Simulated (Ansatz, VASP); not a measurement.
**In2Sb: VASP beside Ansatz**

```xyz
6
Lattice="5.2810 0.0000 0.0000 -2.6405 4.5735 0.0000 0.0000 0.0000 6.3172" Properties=species:S:1:pos:R:3 pbc="T T T"
In    2.6405    1.5245    1.5793
In    0.0000    3.0490    4.7379
In    0.0000    0.0000    3.1586
In    0.0000    0.0000    0.0000
Sb    2.6405    1.5245    4.7379
Sb    0.0000    3.0490    1.5793
```

Alike in both runs: functional LDA; k mesh 12 × 12 × 6; occupations gaussian, width 0.1 eV; no spin polarisation.

Ansatz relaxed the structure, and its values are those at the end. VASP's run is a single point on that final structure, the one shown.

```csv
,VASP,Ansatz
version,VASP 6.6.1,Ansatz 0.2.0
potentials or method,"VASP PAW LDA potentials, release 64 (In_d, Sb), cutoff 520 eV","scalar-relativistic, plane waves, PAW"
valence electrons in the cell,62,82
```

```csv
,VASP,Ansatz,Ansatz less VASP
gap on the k mesh at the Fermi level (eV),none,none,-
pressure (GPa),0.1,0.0,-0.07
```

LDA's correlation is that of Perdew and Zunger in VASP and of Perdew and Wang (1992) in Ansatz. A gap of «none» marks a metal or a gap that the smearing closes. VASP's potentials hold 62 valence electrons a cell and Ansatz's 82, so a difference there can come from the potentials and not from the codes.

Neither program's run includes spin-orbit coupling.
